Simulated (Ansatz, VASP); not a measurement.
W in VASP and in Ansatz

File INCAR:

```
ALGO = Normal
EDIFF = 1E-6
ENCUT = 500
GGA = PE
GGA_COMPAT = False
ISIF = 2
ISMEAR = 0
LASPH = True
LCHARG = False
LREAL = False
LWAVE = False
NBANDS = 13
NELM = 120
PREC = Accurate
SIGMA = 0.1
```

The input KPOINTS:

```
k-points
0
Gamma
  8 8 8
```

POSCAR

```
W
1.0
   -1.5750000000      1.5750000000      1.5750000000
    1.5750000000     -1.5750000000      1.5750000000
    1.5750000000      1.5750000000     -1.5750000000
W
1
Direct
    0.0000000000      0.0000000000      0.0000000000
```

Input for Ansatz:

```yaml
crystal:
  lattice:
    - [-1.575, 1.575, 1.575]
    - [1.575, -1.575, 1.575]
    - [1.575, 1.575, -1.575]
  atoms:
    - { symbol: W, position: [0.0, 0.0, 0.0] }
basis:
  ecutwfc: 420
kpoints:
  mp_grid: { grid: [8, 8, 8] }
hamiltonian:
  xc: pbe
  pseudopotentials: { kind: paw, azcp: { folder: soft_1 } }
scf:
  occupations: { method: gaussian, width: 0.1 }
output:
  forces: true
  stress: true
  eigenvalues: true
```

Alike in both runs: task single point; functional PBE; k mesh 8 × 8 × 8; occupations gaussian, width 0.1 eV; no spin polarisation.

|  | VASP | Ansatz |
| --- | --- | --- |
| version | VASP 6.6.1 | Ansatz 0.2.0 |
| potentials or method | VASP PAW PBE potentials, release 64 (W_sv), cutoff 500 eV | scalar-relativistic, plane waves, PAW |
| valence electrons in the cell | 14 | 14 |

```tsv
	VASP	Ansatz	Ansatz less VASP
gap on the k mesh at the Fermi level (eV)	none	none	-
pressure (GPa)	11.5	10.9	-0.55
```

A gap of «none» marks a metal or a gap that the smearing closes.

Spin-orbit coupling is off throughout.
